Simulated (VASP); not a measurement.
Set up this calculation in VASP 6.6.1, as the native input.

```
Task                   : single point
Functional             : PBE
Potentials or basis    : VASP PAW PBE potentials, release 64 (Ni, O)
Cutoff                 : 520 eV
k mesh                 : 14 × 14 × 14
Occupations            : gaussian, width 0.05 eV
Spin                   : no spin polarisation
Dipole correction      : no
Further INCAR settings : ALGO = Normal; EDIFF = 1e-06; NBANDS = 15
```

The structure of NiO lies in POSCAR:

```
NiO
1.0
    0.0000000000      2.0515235726      2.0515235726
    2.0515235726      0.0000000000      2.0515235726
    2.0515235726      2.0515235726      0.0000000000
Ni O
1 1
Direct
    0.0000000000      0.0000000000      0.0000000000
    0.5000000000      0.5000000000      0.5000000000
```

This cell differs from its parent crystal: volume scaled by 0.960.

The input as run:

INCAR

```
SYSTEM = NiO
PREC = Accurate
ENCUT = 520
EDIFF = 1E-6
ISMEAR = 0
SIGMA = 0.05
LREAL = .False.
LASPH = .True.
NELM = 80
ALGO = Normal
ISIF = 2
LWAVE = .False.
LCHARG = .False.
GGA = PE
NBANDS = 15
```

KPOINTS

```
regular mesh
0
Gamma
  14 14 14
  0 0 0
```

Potentials or basis: VASP PAW PBE potentials, release 64 (Ni, O).

Command:

```sh
$ cat potpaw_PBE.64/Ni/POTCAR potpaw_PBE.64/O/POTCAR > POTCAR
$ mpirun -np 1 vasp_std > vasp.out
```

Results of the run:

```yaml
Pressure: 9.4 GPa
Band_gap_on_the_k_mesh: zero (band 8 reaches 10.07 eV, above the bottom of band 9 at 7.01 eV)
```

Caveat: the run has no spin polarisation, though such a crystal can be magnetic; semilocal functionals often make such compounds metallic where correlation or magnetic order opens a gap, which also shifts bond lengths.

It took 18 s on 1 thread of Intel(R) Xeon(R) Platinum 8488C (Sapphire Rapids) (shared host), peak memory 0.16 GiB.
